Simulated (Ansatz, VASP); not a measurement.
Sn in VASP and in Ansatz

```xyz
2
Lattice="0.0000 3.2715 3.2715 3.2715 0.0000 3.2715 3.2715 3.2715 0.0000" Properties=species:S:1:pos:R:3 pbc="T T T"
Sn    3.2715    3.2715    3.2715
Sn    4.9072    4.9072    4.9072
```

Alike in both runs: functional PBEsol; k mesh 12 × 12 × 12; occupations fermi-dirac, width 0.15 eV; no spin polarisation.

Ansatz relaxed the structure, and its values are those at the end. VASP's run is a single point on that final structure, the one shown.

|  | VASP | Ansatz |
| --- | --- | --- |
| version | VASP 6.6.1 | Ansatz 0.2.0 |
| potentials or method | VASP PAW PBE potentials, release 64 (Sn_d), cutoff 520 eV | scalar-relativistic, plane waves, PAW |
| valence electrons in the cell | 28 | 28 |

|  | VASP | Ansatz | Ansatz less VASP |
| --- | --- | --- | --- |
| gap on the k mesh at the Fermi level (eV) | none | none | - |
| pressure (GPa) | -0.1 | 0.0 | +0.07 |

VASP's potentials were made for PBE, not for PBEsol. A gap of «none» marks a metal or a gap that the smearing closes.
